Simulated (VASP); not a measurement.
Wanted: the native input for a VASP 6.6.1 run.

```yaml
Task: single point
Functional: PBE
Potentials_or_basis: VASP PAW PBE potentials, release 64 (Mo_sv)
Cutoff: 520 eV
k_mesh: 22 × 22 × 22
Occupations: gaussian, width 0.15 eV
Spin: no spin polarisation
Dipole_correction: no
Further_INCAR_settings: ALGO = Fast; EDIFF = 1e-06; NBANDS = 13
```

The structure of Mo lies in POSCAR:

```
Mo
1.0
    0.0000000000      1.9519895519      2.1471885071
    1.9519895519      0.0000000000      2.1471885071
    1.9519895519      1.9519895519      0.0000000000
Mo
1
Direct
    0.0000000000      0.0000000000      0.0000000000
```

This cell differs from its parent crystal: ratio of the length along z to the lengths across it x 1.1, volume and fractional coordinates fixed.

One way to write it, as run:

INCAR

```
PREC = Accurate
ENCUT = 520
EDIFF = 1E-6
ISMEAR = 0
SIGMA = 0.15
LREAL = False
LASPH = True
NELM = 60
ALGO = Fast
ISIF = 2
LWAVE = False
LCHARG = False
GGA = PE
NBANDS = 13
```

KPOINTS

```
regular mesh
0
Gamma
  22 22 22
```

Potentials or basis: VASP PAW PBE potentials, release 64 (Mo_sv).

Launch:

```sh
$ cat potpaw_PBE.64/Mo_sv/POTCAR > POTCAR
$ mpirun -np 1 vasp_std > vasp.out
```

Results of the run:

```yaml
Pressure: -4.1 GPa
Band_gap_on_the_k_mesh: zero (band 7 reaches 15.14 eV, above the bottom of band 8 at 11.07 eV)
```

It took 100 s on 1 thread of AMD EPYC 9R45 96-Core Processor (Zen 5), with other jobs on the host, peak memory 0.25 GiB.
